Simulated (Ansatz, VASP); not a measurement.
# One calculation of LiH, two programs

POSCAR

```
LiH
1.0
    0.0000000000      1.9984726907      1.9984726907
    1.9984726907      0.0000000000      1.9984726907
    1.9984726907      1.9984726907      0.0000000000
Li H
1 1
Direct
    0.0000000000      0.0000000000      0.0000000000
    0.5000000000      0.5000000000      0.5000000000
```

The input INCAR.step1:

```
SYSTEM = LiH
PREC = Accurate ; ENCUT = 520
ISMEAR = 0 ; SIGMA = 0.01
LREAL = .False. ; LASPH = .True.
NELM = 80 ; NBANDS = 9
GGA = PE ; ALGO = Normal
EDIFF = 1E-4 ; LWAVE = .True.
LCHARG = .False.
```

Contents of INCAR.step2:

```
SYSTEM = LiH
PREC = Accurate ; ENCUT = 520
EDIFF = 1E-6 ; ISMEAR = 0
SIGMA = 0.01 ; LREAL = .False.
LASPH = .True. ; NELM = 80
ALGO = Normal ; ISIF = 2
LWAVE = .False. ; LCHARG = .False.
METAGGA = R2SCAN ; LMIXTAU = .True.
NBANDS = 9 ; ISTART = 1
```

File KPOINTS:

```
regular mesh
0
Gamma
  6 6 6
  0 0 0
```

Input for Ansatz:

```yaml
crystal:
  lattice:
    - [0.0, 1.9984726907, 1.9984726907]
    - [1.9984726907, 0.0, 1.9984726907]
    - [1.9984726907, 1.9984726907, 0.0]
  atoms:
    - { symbol: Li, position: [0.0, 0.0, 0.0] }
    - { symbol: H, position: [0.5, 0.5, 0.5] }
kpoints:
  mp_grid: { grid: [6, 6, 6] }
hamiltonian:
  xc: r2scan
scf:
  occupations: { method: fixed }
output:
  optics:
    e_range: [0.5, 10]
    de: 0.05
    sigma: 0.4
    scissors: 0.6
    scheme: fermi_dirac
    bands: { spectra_wanted_up_to: 10 }
```

Alike in both runs: task single point; functional r2SCAN; k mesh 6 × 6 × 6; no spin polarisation.

|  | VASP | Ansatz |
| --- | --- | --- |
| version | VASP 6.6.1 | Ansatz 0.2.0 |
| potentials or method | VASP PAW PBE potentials, release 64 (Li_sv, H) | plane waves, PAW |
| plane-wave cutoff (eV) | 520 | 500 |
| occupations | gaussian, width 0.01 eV | fixed |
| valence electrons in the cell | 4 | 4 |

```csv
,VASP,Ansatz,Ansatz less VASP
gap on the k mesh at the Fermi level (eV),3.58,3.63,+0.048
```

VASP's potentials were made for PBE, not for r2SCAN.

The k mesh is coarse, so the values compare programs but aren't converged. Noted on VASP's run: the cutoff is short for stress, so the pressure is rough.
